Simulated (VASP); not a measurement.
Write the native input for VASP 6.6.1 that does the following.

```
Task                   : single point
Functional             : LDA
Potentials or basis    : VASP PAW LDA potentials, release 64 (Ga_d, P)
Cutoff                 : 520 eV
k mesh                 : 12 × 12 × 12
Occupations            : gaussian, width 0.05 eV
Spin                   : no spin polarisation
Dipole correction      : no
Further INCAR settings : ALGO = Normal; EDIFF = 1e-06; NBANDS = 26
```

The structure of GaP lies in POSCAR:

```
GaP
1.0
    1.9430151755      1.1218003346      5.9163452923
   -1.9430151755      1.1218003346      5.9163452923
    0.0000000000     -2.2436006692      5.9163452923
Ga P
2 2
Direct
    0.4353720000      0.4353720000      0.4353720000
    0.5646280000      0.5646280000      0.5646280000
    0.0573890000      0.0573890000      0.0573890000
    0.9426110000      0.9426110000      0.9426110000
```

This cell differs from its parent crystal: strain +0.000 along x and y, -0.080 along z.

One way to write it, as run:

INCAR

```
SYSTEM = GaP
  PREC = Accurate
  ENCUT = 520
  EDIFF = 1E-6
  ISMEAR = 0
  SIGMA = 0.05
  LREAL = .FALSE.
  LASPH = .TRUE.
  NELM = 80
  ALGO = Normal
  ISIF = 2
  LWAVE = .FALSE.
  LCHARG = .TRUE.
  GGA = CA
  LELF = .TRUE.
  LVHAR = .TRUE.
  NBANDS = 26
```

KPOINTS

```
Automatic mesh
0
G
  12 12 12
  0 0 0
```

Potentials or basis: VASP PAW LDA potentials, release 64 (Ga_d, P).

Launch:

```sh
$ cat potpaw_LDA.64/Ga_d/POTCAR potpaw_LDA.64/P/POTCAR > POTCAR
$ mpirun -np 1 vasp_std > vasp.out
```

Results of the run:

The pressure is 3.6 GPa. The largest force is 2.116 eV/Å. The band gap on the k mesh is 0.44 eV.

Caveat: the cell differs from its parent crystal (strain +0.000 along x and y, -0.080 along z); the stress differs along the axes, from -4 to 19 GPa; semilocal functionals underestimate gaps, and a narrow one can read as zero; forces of over 1 eV/Å act on the atoms, so gaps and moduli don't describe the material at rest.

Wall time 14 min on 1 thread of Intel Xeon 8259CL, with other jobs on the host, peak memory 0.49 GiB.
